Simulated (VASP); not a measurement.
BeS, 2 atoms in the cell. Symmetry: F-43m, No. 216, cubic system. The conventional cell has a = 4.914 Å, b = 4.914 Å, c = 4.914 Å, α = 90.00°, β = 90.00°, γ = 90.00°. Be (site symmetry -43m) has 4 S at 2.13 Å within 2.8 Å. S (site symmetry -43m) has 4 Be at 2.13 Å within 2.8 Å.  This cell differs from its parent crystal: functional pbesol, volume scaled by 1.04.

```yaml
Program: VASP 6.6.1
Task: electric field gradients
Functional: PBEsol
Potentials_or_basis: VASP PAW PBE potentials, release 64 (Be, S)
Cutoff: 520 eV
k_mesh: 9 × 9 × 9
Occupations: fermi-dirac, width 0.02 eV
Spin: no spin polarisation
Dipole_correction: no
Further_INCAR_settings: ALGO = Normal; EDIFF = 1e-08; NBANDS = 11
```

Potentials or basis: VASP PAW PBE potentials, release 64 (Be, S).

The run is started by

```sh
$ cat potpaw_PBE.64/Be/POTCAR potpaw_PBE.64/S/POTCAR > POTCAR
$ mpirun -np 1 vasp_std > vasp.out
```

Hardware: 1 thread of Intel Xeon 6975P-C, with other jobs on the host.

Q: Estimate the wall time of this run.

A: It took 13 s on 1 thread of Intel Xeon 6975P-C (shared host), peak memory 0.15 GiB. Counts: scf iterations 15, k points 35.
